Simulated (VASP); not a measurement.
# NbN (Fm-3m) in VASP: single point with PBEsol

Aim: the single point of NbN with PBEsol.

Program: VASP 6.6.1. These are calculated values, not measurements. Logs are shortened: lines on timing, memory, paths and dates and some standing lists are left out, and cuts for length are marked.

## (1) The cell of the first run

It takes space group Fm-3m (No. 225, cubic). Conventional cell: a = 4.390 Å, b = 4.390 Å, c = 4.390 Å, α = 90.00°, β = 90.00°, γ = 90.00°. Nb (site symmetry m-3m) has 6 N at 2.19 Å within 2.9 Å. N (site symmetry m-3m) has 6 Nb at 2.19 Å within 2.9 Å.

## (2) Single point, PBEsol

File INCAR:

```
SYSTEM = NbN
  ALGO = Normal
  EDIFF = 1E-6
  ENCUT = 600
  GGA = PS
  GGA_COMPAT = .False.
  ISIF = 2
  ISMEAR = 0
  LASPH = .True.
  LCHARG = .True.
  LELF = .True.
  LREAL = .False.
  LVHAR = .True.
  LWAVE = .False.
  NBANDS = 16
  NELM = 120
  PREC = Accurate
  SIGMA = 0.1
```

File KPOINTS:

```
k-points
0
Gamma
  8 8 8
  0 0 0
```

File POSCAR:

```
NbN
1.0
    0.0000000000      2.1950000000      2.1950000000
    2.1950000000      0.0000000000      2.1950000000
    2.1950000000      2.1950000000      0.0000000000
Nb N
1 1
Direct
    0.0000000000      0.0000000000      0.0000000000
    0.5000000000      0.5000000000      0.5000000000
```

Potentials or basis: VASP PAW PBE potentials, release 64 (Nb_sv, N).

Run with:

```
cat potpaw_PBE.64/Nb_sv/POTCAR potpaw_PBE.64/N/POTCAR > POTCAR
mpirun -np 1 vasp_std > vasp.out
```

OUTCAR:

```text
SYSTEM = NbN
   EDIFF = 1E-6
   ENCUT = 600
   GGA = PS
   ISIF = 2
   ISMEAR = 0
   LASPH = .True.
   LREAL = .False.
   NELM = 120
   PREC = Accurate

 ion  position               nearest neighbor table
   1  0.000  0.000  0.000-   2 2.19   2 2.19   2 2.19   2 2.19   2 2.19   2 2.19
   2  0.500  0.500  0.500-   1 2.19   1 2.19   1 2.19   1 2.19   1 2.19   1 2.19

  LATTYP: Found a face centered cubic cell.
 ALAT       =     4.3900000000

  Lattice vectors:

 A1 = (   0.0000000000,   2.1950000000,   2.1950000000)
 A2 = (   2.1950000000,   0.0000000000,   2.1950000000)
 A3 = (   2.1950000000,   2.1950000000,   0.0000000000)

Analysis of symmetry for initial positions (statically):
=====================================================================
 Subroutine PRICEL returns:
 Original cell was already a primitive cell.

 Routine SETGRP: Setting up the symmetry group for a
 face centered cubic supercell.

 Subroutine GETGRP returns: Found 48 space group operations
 (whereof 48 operations were pure point group operations)
 out of a pool of 48 trial point group operations.

The static configuration has the point symmetry O_h .

Analysis of symmetry for dynamics (positions and initial velocities):
=====================================================================
 Subroutine PRICEL returns:
 Original cell was already a primitive cell.

 Routine SETGRP: Setting up the symmetry group for a
 face centered cubic supercell.

 Subroutine GETGRP returns: Found 48 space group operations
 (whereof 48 operations were pure point group operations)
 out of a pool of 48 trial point group operations.

The dynamic configuration has the point symmetry O_h .

 Subroutine INISYM returns: Found 48 space group operations
 (whereof 48 operations are pure point group operations),
 and found     1 'primitive' translations

----------------------------------------------------------------------------------------

                                     Primitive cell

  volume of cell :      21.1511

  direct lattice vectors                    reciprocal lattice vectors
     0.000000000  2.195000000  2.195000000    -0.227790433  0.227790433  0.227790433
     2.195000000  0.000000000  2.195000000     0.227790433 -0.227790433  0.227790433
     2.195000000  2.195000000  0.000000000     0.227790433  0.227790433 -0.227790433

  length of vectors
     3.104198769  3.104198769  3.104198769     0.394544603  0.394544603  0.394544603

  position of ions in fractional coordinates (direct lattice)
     0.000000000  0.000000000  0.000000000
     0.500000000  0.500000000  0.500000000

  ion indices of the primitive-cell ions
   primitive index   ion index
                 1           1
                 2           2

----------------------------------------------------------------------------------------

 KPOINTS: k-points

Automatic generation of k-mesh.
 Grid dimensions read from file:
 generate k-points for:    8    8    8

 Generating k-lattice:

  Cartesian coordinates                     Fractional coordinates (reciprocal lattice)
    -0.028473804  0.028473804  0.028473804     0.125000000  0.000000000  0.000000000
     0.028473804 -0.028473804  0.028473804     0.000000000  0.125000000  0.000000000
     0.028473804  0.028473804 -0.028473804     0.000000000  0.000000000  0.125000000

  Length of vectors
     0.049318075  0.049318075  0.049318075

  Shift w.r.t. Gamma in fractional coordinates (k-lattice)
     0.000000000  0.000000000  0.000000000

 Subroutine IBZKPT returns following result:
 ===========================================

 Found     29 irreducible k-points:

 Following reciprocal coordinates:
            Coordinates               Weight
  0.000000  0.000000  0.000000      1.000000
  0.125000  0.000000  0.000000      8.000000
  0.250000  0.000000  0.000000      8.000000
  0.375000  0.000000  0.000000      8.000000
  0.500000  0.000000  0.000000      4.000000
  0.125000  0.125000  0.000000      6.000000
[... 16 lines left out ...]
  0.500000  0.250000  0.125000     48.000000
 -0.375000  0.250000  0.125000     24.000000
 [... further k-points ...]
   k-points           NKPTS =     29   k-points in BZ     NKDIM =     29   number of bands    NBANDS=     16
   number of dos      NEDOS =    301   number of ions     NIONS =      2
   total plane-waves  NPLWV =  21952
   dimension x,y,z NGX =    28 NGY =   28 NGZ =   28
   dimension x,y,z NGXF=    56 NGYF=   56 NGZF=   56
   ions per type =               1   1
   NGX,Y,Z   is equivalent  to a cutoff of  15.00, 15.00, 15.00 a.u.
   NGXF,Y,Z  is equivalent  to a cutoff of  29.99, 29.99, 29.99 a.u.
 SYSTEM =  NbN
   PREC   = accura    normal or accurate (medium, high low for compatibility)
   ISTART =      0    job   : 0-new  1-cont  2-samecut
   ICHARG =      2    charge: 1-file 2-atom 10-const
   ISPIN  =      1    spin polarized calculation?
   LNONCOLLINEAR =      F non collinear calculations
   LSORBIT =      F    spin-orbit coupling
   LASPH  =      T    aspherical Exc in radial PAW
   ENCUT  =  600.0 eV  44.10 Ry    6.64 a.u.   6.20  6.20  6.20*2*pi/ulx,y,z
   NELM   =    120;   NELMIN=  2; NELMDL= -5     # of ELM steps
   EDIFF  = 0.1E-05   stopping-criterion for ELM
   LREAL  =      F    real-space projection
   EDIFFG = 0.1E-04   stopping-criterion for IOM
   NSW    =      0    number of steps for IOM
   IBRION =     -1    ionic relax: 0-MD 1-quasi-New 2-CG
   NFREE  =      0    steps in history (QN), initial steepest desc. (CG)
   ISIF   =      2    stress and relaxation
   ISYM   =      2    0-nonsym 1-usesym 2-fastsym
   POTIM  = 0.5000    time-step for ionic-motion
   TEBEG  =    0.0;   TEEND  =   0.0 temperature during run
   PSTRESS=    0.0 pullay stress
   NELECT =      18.0000    total number of electrons
   NUPDOWN=      -1.0000    fix difference up-down
   EMIN   =  10.00;   EMAX   =-10.00  energy-range for DOS
   EFERMI =   0.00;   METHOD = LEGACY
   ISMEAR =     0;   SIGMA  =   0.10  broadening in eV -4-tet -1-fermi 0-gaus
   EFERMI_NEDOS =   21; number of points for ismear=-14 and -15
   IALGO  =     38    algorithm
   IMIX   =      4    mixing-type and parameters
     AMIX     =   0.40;   BMIX     =  1.00
     AMIX_MAG =   1.60;   BMIX_MAG =  1.00
  volume/ion in A,a.u.               =      10.58        71.37
  Fermi-wavevector in a.u.,A,eV,Ry     =   1.551391  2.931703 32.746674  2.406813
  Thomas-Fermi vector in A             =   2.655917
   LORBIT       =      0    0 simple, 1 ext, 2 COOP (PROOUT), +10 PAW based schemes
   GGA     = PS    functional components
   LHFCALC =     F    Hartree Fock is set to
   AEXX    =    0.0000 exact exchange contribution
   IVDW    =     0    specifies the selected vdW correction
   LEPSILON=     F    determine dielectric tensor
   LRPA    =     F    only Hartree local field effects (RPA)
 non-spin polarized calculation
 Gauss-broadening in eV      SIGMA  =   0.10
  energy-cutoff  :      600.00
  volume of cell :       21.15
 maximum number of plane-waves:       725
 NGX is ok and might be reduce to    28
   NGX = 13   NGY = 13   NGZ = 13

 number of electron      17.9999999 magnetization

 Free energy of the ion-electron system (eV)
  ---------------------------------------------------
  ext. energy  EPLUGINS =         0.00000000
  ---------------------------------------------------
  free energy    TOTEN  =       -21.88563032 eV

  energy without entropy =      -21.87848858  energy(sigma->0) =      -21.88205945

 E-fermi :  13.9440     XC(G=0): -13.5609

 val. band max:       13.9150645766   @ k =  -0.2500   0.3750   0.1250
 cond. band min:      13.9584656398   @ k =   0.1250   0.1250   0.0000
 fundamental gap:      0.0434010632
 Fermi energy:        13.9440079463

 k-point     1 :       0.0000    0.0000    0.0000
  band No.  band energies     occupation
      1     -42.3815      2.00000
      2     -18.0582      2.00000
      3     -18.0582      2.00000
      4     -18.0582      2.00000
      5      -3.6800      2.00000
      6      10.5790      2.00000
[... 8 lines left out ...]
     15      23.2385      0.00000
     16      36.6395      0.00000

 k-point     2 :       0.1250    0.0000    0.0000
  band No.  band energies     occupation
      1     -42.3613      2.00000
      2     -18.2291      2.00000
      3     -18.0722      2.00000
      4     -18.0722      2.00000
      5      -3.3403      2.00000
      6       9.1440      2.00000
[... 8 lines left out ...]
     15      24.2208      0.00000
     16      34.0569      0.00000

 k-point     3 :       0.2500    0.0000    0.0000
  band No.  band energies     occupation
      1     -42.3122      2.00000
      2     -18.6224      2.00000
      3     -18.1058      2.00000
      4     -18.1058      2.00000
      5      -2.4870      2.00000
      6       7.0695      2.00000
[... 8 lines left out ...]
     15      25.9280      0.00000
     16      31.1976      0.00000

 k-point     4 :       0.3750    0.0000    0.0000
  band No.  band energies     occupation
      1     -42.2626      2.00000
      2     -18.9922      2.00000
      3     -18.1390      2.00000
      4     -18.1390      2.00000
      5      -1.5322      2.00000
      6       5.3945      2.00000
[... 8 lines left out ...]
     15      26.4334      0.00000
     16      27.8044      0.00000

 k-point     5 :       0.5000    0.0000    0.0000
  band No.  band energies     occupation
      1     -42.2419      2.00000
      2     -19.1393      2.00000
      3     -18.1527      2.00000
      4     -18.1527      2.00000
      5      -1.0731      2.00000
      6       4.7048      2.00000
[... 8 lines left out ...]
     15      26.2741      0.00000
     16      26.2741      0.00000

 k-point     6 :       0.1250    0.1250    0.0000
  band No.  band energies     occupation
      1     -42.3546      2.00000
      2     -18.2179      2.00000
      3     -18.1095      2.00000
      4     -18.1095      2.00000
      5      -3.2636      2.00000
      6       8.2649      2.00000
[... 8 lines left out ...]
     15      24.5606      0.00000
     16      33.6693      0.00000

 k-point     7 :       0.2500    0.1250    0.0000
  band No.  band energies     occupation
      1     -42.3152      2.00000
      2     -18.5060      2.00000
      3     -18.1596      2.00000
      4     -18.1381      2.00000
      5      -2.6910      2.00000
      6       6.9859      2.00000
[... 8 lines left out ...]
     15      26.1560      0.00000
     16      30.8258      0.00000

 k-point     8 :       0.3750    0.1250    0.0000
  band No.  band energies     occupation
      1     -42.2658      2.00000
      2     -18.8598      2.00000
      3     -18.1929      2.00000
      4     -18.1888      2.00000
      5      -1.9295      2.00000
      6       5.9221      2.00000
[... 8 lines left out ...]
     15      26.3599      0.00000
     16      28.2974      0.00000

 k-point     9 :       0.5000    0.1250    0.0000
  band No.  band energies     occupation
      1     -42.2354      2.00000
      2     -19.0644      2.00000
      3     -18.2459      2.00000
      4     -18.1904      2.00000
      5      -1.3952      2.00000
      6       5.1990      2.00000
[... 8 lines left out ...]
     15      26.1584      0.00000
     16      26.9159      0.00000
[... 172 lines left out ...]
 k-point    19 :       0.5000    0.3750    0.0000
  band No.  band energies     occupation
      1     -42.2038      2.00000
      2     -18.8970      2.00000
      3     -18.4582      2.00000
      4     -18.3685      2.00000
      5      -2.7196      2.00000
      6       7.7344      2.00000
[... 8 lines left out ...]
     15      24.5054      0.00000
     16      29.0523      0.00000

 k-point    20 :      -0.3750    0.3750    0.0000
  band No.  band energies     occupation
      1     -42.2006      2.00000
      2     -18.7997      2.00000
      3     -18.6565      2.00000
      4     -18.3166      2.00000
      5      -2.3480      2.00000
      6       7.0521      2.00000
[... 8 lines left out ...]
     15      24.5984      0.00000
     16      26.8240      0.00000

 k-point    21 :       0.5000    0.5000    0.0000
  band No.  band energies     occupation
      1     -42.1971      2.00000
      2     -18.9509      2.00000
      3     -18.4045      2.00000
      4     -18.4045      2.00000
      5      -2.9645      2.00000
      6       8.1555      2.00000
[... 8 lines left out ...]
     15      23.3823      0.00000
     16      30.4544      0.00000

 k-point    22 :       0.3750    0.2500    0.1250
  band No.  band energies     occupation
      1     -42.2757      2.00000
      2     -18.6915      2.00000
      3     -18.3002      2.00000
      4     -18.1616      2.00000
      5      -2.2796      2.00000
      6       6.3310      2.00000
[... 8 lines left out ...]
     15      27.0230      0.00000
     16      27.7211      0.00000

 k-point    23 :       0.5000    0.2500    0.1250
  band No.  band energies     occupation
      1     -42.2359      2.00000
      2     -18.8840      2.00000
      3     -18.3982      2.00000
      4     -18.2134      2.00000
      5      -1.8874      2.00000
      6       5.9698      2.00000
[... 8 lines left out ...]
     15      26.0420      0.00000
     16      26.8092      0.00000

 k-point    24 :      -0.3750    0.2500    0.1250
  band No.  band energies     occupation
      1     -42.2193      2.00000
      2     -18.9668      2.00000
      3     -18.4235      2.00000
      4     -18.2453      2.00000
      5      -1.7311      2.00000
      6       5.8028      2.00000
[... 8 lines left out ...]
     15      25.8357      0.00000
     16      26.7259      0.00000

 [... further k-points ...]

------------------------ aborting loop because EDIFF is reached ----------------------------------------

  FORCE on cell =-STRESS in cart. coord.  units (eV):
  Direction    XX          YY          ZZ          XY          YZ          ZX
  --------------------------------------------------------------------------------------
  -------------------------------------------------------------------------------------
  Total       -0.3459037     -0.3459037     -0.3459037     -0.0000000     -0.0000000      0.0000000
  in kB      -26.2018652    -26.2018652    -26.2018652     -0.0000000     -0.0000000      0.0000000
  external PRESSURE =     -26.2018652 kB  Pullay stress =       0.0000000 kB

 VOLUME and BASIS-vectors are now :
 -----------------------------------------------------------------------------
  energy-cutoff  :      600.00
  volume of cell :       21.15
      direct lattice vectors                 reciprocal lattice vectors
     0.000000000  2.195000000  2.195000000    -0.227790433  0.227790433  0.227790433
     2.195000000  0.000000000  2.195000000     0.227790433 -0.227790433  0.227790433
     2.195000000  2.195000000  0.000000000     0.227790433  0.227790433 -0.227790433

 POSITION                                       TOTAL-FORCE (eV/Angst)
 -----------------------------------------------------------------------------------
      0.00000      0.00000      0.00000         0.000000      0.000000      0.000000
      2.19500      2.19500      2.19500        -0.000000     -0.000000     -0.000000
 -----------------------------------------------------------------------------------
    total drift:                                0.000000      0.000000      0.000000

  FREE ENERGIE OF THE ION-ELECTRON SYSTEM (eV)
  ---------------------------------------------------
  free  energy   TOTEN  =       -21.8856303232 eV

  energy  without entropy=      -21.8784885772  energy(sigma->0) =      -21.88205945
```

Run time: 51 s. Hardware: 1 thread of Intel Xeon 8259CL, shared host; peak memory 0.13 GiB.

What came out:

* Free energy: -21.8856 eV
* Pressure: -2.6 GPa
* Band gap on the k mesh: zero (bands 9 and 10 overlap by 3.55 eV)

Caveat: the PAW data sets were made with another functional, which shifts forces and pressure a little.

The gap in the log of VASP goes by the Fermi energy; the results here count the filled bands.